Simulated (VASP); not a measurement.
Here is a VASP 6.6.1 calculation.

INCAR

```
  PREC = Accurate
  ENCUT = 600
  EDIFF = 1E-7
  ISMEAR = 1
  SIGMA = 0.1
  LREAL = False
  LASPH = True
  NELM = 120
  ALGO = Normal
  ISIF = 3
  LWAVE = False
  LCHARG = False
  GGA = CA
  IBRION = 2
  NSW = 80
  EDIFFG = -0.02
  GGA_COMPAT = False
  NELMIN = 4
```

Contents of KPOINTS:

```
Automatic mesh
0
Gamma
  8 8 8
```

POSCAR

```
Lu
1.0
    0.0000000000      2.4500000000      2.4500000000
    2.4500000000      0.0000000000      2.4500000000
    2.4500000000      2.4500000000      0.0000000000
Lu
1
Direct
    0.0000000000      0.0000000000      0.0000000000
```

Potentials or basis: VASP PAW PBE potentials, release 64 (Lu).

The run is started by

```console
$ cat potpaw_PBE.64/Lu/POTCAR > POTCAR
$ mpirun -np 1 vasp_std > vasp.out
```

(1) Predict the space group after relaxing (to 0.1 Å).

(2) Predict the band gap on the k mesh.

Answers

(1) Fm-3m (No. 225).

(2) zero (an odd number of electrons rules out a gap without spin polarisation).

Caveat: spin-orbit coupling is left out, which moves the levels of the heavy elements.
